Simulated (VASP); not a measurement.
A run of VASP 6.6.1 is set up as follows.

INCAR

```
SYSTEM = GaN
  ALGO = Normal
  EDIFF = 1E-6
  ENCUT = 520
  GGA = RP
  ISIF = 2
  ISMEAR = -1
  IVDW = 12
  LASPH = .True.
  LCHARG = .False.
  LREAL = .False.
  LWAVE = .False.
  NBANDS = 16
  NELM = 100
  PREC = Accurate
  SIGMA = 0.05
```

The input KPOINTS:

```
k-points
0
Gamma
  10 10 10
  0 0 0
```

The input POSCAR:

```
GaN
1.0
    0.0000000000      2.2123428805      2.2123428805
    2.2123428805      0.0000000000      2.2123428805
    2.2123428805      2.2123428805      0.0000000000
Ga N
1 1
Direct
    0.0000000000      0.0000000000      0.0000000000
    0.2500000000      0.2500000000      0.2500000000
```

Potentials or basis: VASP PAW PBE potentials, release 64 (Ga_d, N).

The run is started by

```console
$ cat potpaw_PBE.64/Ga_d/POTCAR potpaw_PBE.64/N/POTCAR > POTCAR
$ mpirun -np 1 vasp_std > vasp.out
```

Q: What does it give for the pressure?

A: -0.1 GPa.

Q: Estimate the band gap on the k mesh.

A: 2.13 eV.

Q: Predict the dispersion energy per atom.

A: -1.204 eV.

Caveat: the dispersion term is far too large for a dense solid, which distorts pressure and volume; the PAW data sets were made with another functional, which shifts forces and pressure a little.
